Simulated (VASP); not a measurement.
Crystal: ScPb.

```xyz
2
Lattice="3.0021 0.0000 0.0000 -1.5010 2.5999 0.0000 0.0000 0.0000 7.0781" Properties=species:S:1:pos:R:3 pbc="T T T"
Sc    0.0000    0.0000    3.5391
Pb    0.0000    0.0000    0.0000
```

Base run:

- Program: VASP 6.6.1
- Functional: PBE
- Potentials or basis: VASP PAW PBE potentials, release 64 (Sc_sv, Pb_d)
- Cutoff: 520 eV
- k mesh: 7 × 7 × 3
- Occupations: methfessel-paxton, width 0.05 eV
- Spin: non-collinear spin, zero start, spin-orbit coupling
- Starting moments: [[0.0, 0.0, 0.0], [0.0, 0.0, 0.0]] μB

Its results: pressure 10.0 GPa; net moment 0.00 μB per cell.

Q: The run is repeated on the same cell with these changes: k mesh from 7 × 7 × 3 to 9 × 9 × 4; further incar settings from ALGO = Fast; EDIFF = 1e-06; NBANDS = 37 to ALGO = Normal; EDIFF = 1e-06; NBANDS = 37. What comes out?

A: Pressure 9.6 GPa; net moment 0.00 μB per cell.

Caveats: the stress differs along the axes, from -9 to 20 GPa (at least some runs); the stress differs along the axes, from -8 to 19 GPa (at least some runs).
